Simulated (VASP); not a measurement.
# MnO in VASP: notebook, part 2 of 2

VASP 6.6.1.

## Step 4: Single point, PBE, collinear spin, antiferromagnetic start

This run uses another cell than the first one: it holds 4 atoms, not 2.

Contents of INCAR:

```
SYSTEM = MnO
ALGO     = Normal         ! electronic algorithm
EDIFF    = 1E-6           ! SCF threshold, eV
ENCUT    = 600            ! plane-wave cutoff, eV
GGA      = PE             ! functional
GGA_COMPAT= .False.      
ISIF     = 2              ! what is computed and relaxed
ISMEAR   = 0              ! smearing method
ISPIN    = 2              ! spin polarisation
LASPH    = .True.         ! aspherical terms in the spheres
LCHARG   = .False.        ! write CHGCAR
LMAXMIX  = 4              ! l up to which the mixer works
LORBIT   = 11             ! projections on sites
LREAL    = .False.        ! projectors in reciprocal space
LWAVE    = .False.        ! write WAVECAR
MAGMOM   = 5 -5 0 0       ! initial moments
NBANDS   = 31             ! bands
NELM     = 200            ! most SCF steps
PREC     = Accurate       ! precision mode
SIGMA    = 0.05           ! smearing width, eV
```

Contents of KPOINTS:

```
k-points
0
Gamma
  8 8 6
  0 0 0
```

Contents of POSCAR:

```
MnO
1.0
    0.0000000000      2.2200320392     -2.2200320392
    0.0000000000      2.2200320392      2.2200320392
    4.4400640784      0.0000000000      0.0000000000
Mn O
2 2
Direct
    0.0000000000      0.0000000000      0.0000000000
    0.5000000000      0.5000000000      0.5000000000
    0.0000000000      1.0000000000      0.5000000000
    0.5000000000      1.5000000000      1.0000000000
```

Command:

```bash
$ cat potpaw_PBE.64/Mn_pv/POTCAR potpaw_PBE.64/O/POTCAR > POTCAR
$ mpirun -np 1 vasp_std > vasp.out
```

Wall time 3.5 min (1 thread of Oxide Virtual Turin-like, shared host); peak memory 0.25 GiB.

It converged, with:

* Free energy: -32.9676 eV
* Pressure: 1.0 GPa
* Band gap on the k mesh: zero (filled and empty bands overlap)
* Net moment: 0.00 μB per cell
* Site moments: Mn +4.39, -4.39; O -0.08, +0.08 μB
* Valence electrons inside the program's atomic spheres: Mn 11.35; O 4.98

Stress tensor (GPa, compression positive):
```
-0.15  0.00  0.00
 0.00  1.55  0.00
 0.00  0.00  1.55
```

Levels at points of the mesh, in eV from the Fermi level:
Spin up:
| k point | band 15 | band 16 | band 17 | band 18 | band 19 | band 20 | band 21 | band 22 | band 23 | band 24 |
| --- | --- | --- | --- | --- | --- | --- | --- | --- | --- | --- |
| (0.00, 0.00, 0.00) | -3.67 | -3.03 | -3.03 | -2.77 | -2.64 | -0.17 | -0.12 | 1.44 | 1.44 | 1.48 |
| (0.50, 0.00, 0.00) | -2.88 | -2.57 | -2.21 | -1.94 | -0.01 | 1.29 | 1.41 | 1.59 | 1.95 | 3.43 |
| (0.50, 0.50, 0.00) | -3.78 | -3.78 | -2.48 | -2.32 | -2.27 | 0.86 | 0.86 | 1.78 | 1.88 | 2.20 |
| (0.00, 0.00, 0.50) | -4.00 | -2.75 | -2.26 | -2.26 | -1.84 | -0.30 | 1.46 | 1.56 | 1.66 | 1.66 |
| (0.50, 0.00, 0.50) | -2.43 | -2.42 | -2.19 | -0.09 | 0.03 | 1.73 | 1.75 | 1.79 | 3.39 | 3.44 |
| (0.50, 0.50, 0.50) | -2.64 | -2.64 | -2.32 | -2.26 | -1.15 | 1.03 | 1.03 | 1.94 | 2.20 | 2.67 |
Spin down:
```
           k point  band 17  band 18  band 19  band 20  band 21  band 22
(0.00, 0.00, 0.00)    -3.03    -2.77    -2.64    -0.17    -0.12     1.44
(0.50, 0.00, 0.00)    -2.21    -1.94    -0.01     1.29     1.41     1.59
(0.50, 0.50, 0.00)    -2.48    -2.32    -2.27     0.86     0.86     1.78
(0.00, 0.00, 0.50)    -2.26    -2.26    -1.84    -0.30     1.46     1.56
(0.50, 0.00, 0.50)    -2.19    -0.09     0.03     1.73     1.75     1.79
(0.50, 0.50, 0.50)    -2.32    -2.26    -1.15     1.03     1.03     1.94
```

Caveat: semilocal functionals often make such compounds metallic where correlation or magnetic order opens a gap, which also shifts bond lengths. With open d or f shells a metallic result of PBE can be an artefact of self-interaction; +U or a hybrid may open a gap.

## Step 5: Single point, PBE, collinear spin, antiferromagnetic start

This run uses another cell than the first one: it holds 4 atoms, not 2.

Contents of INCAR:

```
  PREC = Accurate
  ENCUT = 600
  EDIFF = 1E-6
  ISMEAR = 0
  SIGMA = 0.05
  LREAL = F
  LASPH = T
  NELM = 200
  ALGO = Normal
  ISIF = 2
  LWAVE = F
  LCHARG = F
  ISPIN = 2
  MAGMOM = 4.46 -4.46 0 0
  LORBIT = 11
  LMAXMIX = 4
  GGA = PE
  NBANDS = 31
  GGA_COMPAT = F
```

Contents of KPOINTS:

```
regular mesh
0
Gamma
  8 8 8
```

Contents of POSCAR:

```
MnO
1.0
   -2.1150402830     -2.1150402830      4.3655656908
   -4.3655656908     -2.1150402830      2.1150402830
   -2.1150402830     -4.3655656908      2.1150402830
Mn O
2 2
Direct
    0.0000000000      0.0000000000      0.0000000000
    0.5000000000      0.5000000000      0.5000000000
    1.2500000019     -0.7499999981     -0.7499999981
    1.7499999981     -0.2500000019     -0.2500000019
```

Potentials or basis: VASP PAW PBE potentials, release 64 (Mn_pv, O).

Command:

```bash
$ cat potpaw_PBE.64/Mn_pv/POTCAR potpaw_PBE.64/O/POTCAR > POTCAR
$ mpirun -np 1 vasp_std > vasp.out
```

OUTCAR:

```text
PREC = Accurate
   ENCUT = 600
   EDIFF = 1E-6
   ISMEAR = 0
   LREAL = F
   LASPH = T
   NELM = 200
   ISIF = 2
   ISPIN = 2
   LORBIT = 11
   GGA = PE

 ion  position               nearest neighbor table
   1  0.000  0.000  0.000-   4 2.22   4 2.22   4 2.22   3 2.22   3 2.22   3 2.22   2 3.09   2 3.09
                             2 3.09   2 3.09   2 3.09   2 3.09
   2  0.500  0.500  0.500-   3 2.22   4 2.22   3 2.22   3 2.22   4 2.22   4 2.22   1 3.09   1 3.09
                             1 3.09   1 3.09   1 3.09   1 3.09
   3  0.250  0.250  0.250-   1 2.22   1 2.22   1 2.22   2 2.22   2 2.22   2 2.22
   4  0.750  0.750  0.750-   1 2.22   1 2.22   1 2.22   2 2.22   2 2.22   2 2.22

  LATTYP: Found a trigonal (rhomboedric) cell.
 ALAT       =     5.2919707669
 COS(alpha) =     0.8191439806

  Lattice vectors:

 A1 = (  -2.1150402830,  -2.1150402830,   4.3655656908)
 A2 = (  -4.3655656908,  -2.1150402830,   2.1150402830)
[... 1870 lines left out ...]
------------------------ aborting loop because EDIFF is reached ----------------------------------------

  FORCE on cell =-STRESS in cart. coord.  units (eV):
  Direction    XX          YY          ZZ          XY          YZ          ZX
  --------------------------------------------------------------------------------------
  -------------------------------------------------------------------------------------
  Total        0.0169975      0.0169975      0.0169975      0.0068064     -0.0068064     -0.0068064
  in kB        0.6255303      0.6255303      0.6255303      0.2504866     -0.2504866     -0.2504866
  external PRESSURE =       0.6255303 kB  Pullay stress =       0.0000000 kB

 VOLUME and BASIS-vectors are now :
 -----------------------------------------------------------------------------
  energy-cutoff  :      600.00
  volume of cell :       43.54
      direct lattice vectors                 reciprocal lattice vectors
    -2.115040283 -2.115040283  4.365565691     0.109334240  0.109334240  0.335006445
    -4.365565691 -2.115040283  2.115040283    -0.335006445  0.109334240 -0.109334240
    -2.115040283 -4.365565691  2.115040283     0.109334240 -0.335006445 -0.109334240

 POSITION                                       TOTAL-FORCE (eV/Angst)
 -----------------------------------------------------------------------------------
      0.00000      0.00000      0.00000        -0.000000      0.000000     -0.000000
     -4.29782     -4.29782      4.29782        -0.000000      0.000000     -0.000000
     -2.14891     -2.14891      2.14891        -0.000000      0.000000      0.000000
     -6.44673     -6.44673      6.44673         0.000000     -0.000000      0.000000
 -----------------------------------------------------------------------------------
    total drift:                                0.000000      0.000000     -0.000000

  FREE ENERGIE OF THE ION-ELECTRON SYSTEM (eV)
  ---------------------------------------------------
  free  energy   TOTEN  =       -33.1350815427 eV

  energy  without entropy=      -33.1350815427  energy(sigma->0) =      -33.13508154

 total charge

# of ion       s       p       d       tot
------------------------------------------
    1        0.202   6.178   4.983  11.362
    2        0.202   6.178   4.983  11.362
    3        1.558   3.421   0.000   4.979
    4        1.558   3.421   0.000   4.979
--------------------------------------------------
tot          3.520  19.198   9.965  32.683

 magnetization (x)

# of ion       s       p       d       tot
------------------------------------------
    1        0.018   0.017   4.286   4.321
    2       -0.018  -0.017  -4.286  -4.321
    3        0.000   0.000   0.000   0.000
    4        0.000   0.000   0.000   0.000
--------------------------------------------------
tot          0.000   0.000   0.000   0.000
```

stdout:

```text
POSCAR found type information on POSCAR MnO
 POSCAR found :  2 types and       4 ions
 scaLAPACK will be used
 LDA part: xc-table for (Slater+PW92), standard interpolation
 POSCAR, INCAR and KPOINTS ok, starting setup
 FFT: planning ... GRIDC
 FFT: planning ... GRID_SOFT
 FFT: planning ... GRID
 WAVECAR not read
 entering main loop
```

Run time: 11 min. Hardware: 1 thread of Oxide Virtual Turin-like, shared host; peak memory 0.36 GiB.

What came out:

- Free energy: -33.1351 eV
- Pressure: 0.1 GPa
- Band gap on the k mesh: 0.88 eV
- Net moment: 0.00 μB per cell
- Site moments: Mn +4.32, -4.32; O +0.00 μB
- Valence electrons inside the program's atomic spheres: Mn 11.36; O 4.98

Levels at points of the mesh, in eV from the valence-band top:
Spin up:
```csv
k point,band 15,band 16,band 17,band 18,band 19,band 20,band 21,band 22,band 23,band 24
"(0.00, 0.00, 0.00)",-2.15,-2.15,-1.82,-0.70,-0.70,0.88,2.15,2.15,2.26,3.61
"(0.50, 0.00, 0.00)",-2.24,-1.53,-1.32,-0.25,-0.10,1.32,2.74,2.84,3.32,3.45
"(0.50, 0.50, 0.00)",-2.76,-1.54,-1.38,-0.36,-0.22,1.71,2.80,2.86,3.70,3.72
"(0.50, 0.50, 0.50)",-2.08,-2.08,-1.83,0.00,0.00,1.69,2.03,2.03,3.27,3.27
```
Spin down:
```csv
k point,band 15,band 16,band 17,band 18,band 19,band 20,band 21,band 22,band 23,band 24
"(0.00, 0.00, 0.00)",-2.15,-2.15,-1.82,-0.70,-0.70,0.88,2.15,2.15,2.26,3.61
"(0.50, 0.00, 0.00)",-2.24,-1.53,-1.32,-0.25,-0.10,1.32,2.74,2.84,3.32,3.45
"(0.50, 0.50, 0.00)",-2.76,-1.54,-1.38,-0.36,-0.22,1.71,2.80,2.86,3.70,3.72
"(0.50, 0.50, 0.50)",-2.08,-2.08,-1.83,0.00,0.00,1.69,2.03,2.03,3.27,3.27
```

## Step 6: The runs side by side

| spin | cell | k mesh | gap on the mesh (eV) | pressure (GPa) | moment (μB) |
| --- | --- | --- | --- | --- | --- |
| collinear, ferromagnetic start | a = 3.144 Å, angles 60.0°, 2 atoms, atomic positions A | 14 × 14 × 14 | none | -0.6 | 4.75 |
| collinear, ferromagnetic start | a = 3.140, b = 3.140, c = 4.440 Å, 4 atoms, atomic positions B | 8 × 8 × 6 | none | 0.4 | 9.54 |
| collinear, antiferromagnetic start | a = 3.140, b = 3.140, c = 4.440 Å, 4 atoms, atomic positions B | 8 × 8 × 6 | none | 1.0 | 0.00 |
| collinear, antiferromagnetic start | a = 5.292 Å, angles 35.0°, 4 atoms, atomic positions C | 8 × 8 × 8 | 0.88 | 0.1 | 0.00 |

Alike in all rows: task single point; level PBE; potentials or basis VASP PAW PBE potentials, release 64 (Mn_pv, O); cutoff (eV) 600; smearing gaussian 0.05 eV.

Caveats: semilocal functionals often make such compounds metallic where correlation or magnetic order opens a gap, which also shifts bond lengths (at least some runs); a cell with one magnetic atom can't hold antiferromagnetic order, which such compounds often take (at least some runs); the run started ferromagnetic, and an antiferromagnetic order may lie lower in energy (at least some runs).

Absolute energies hang on the potentials; compare differences alone.
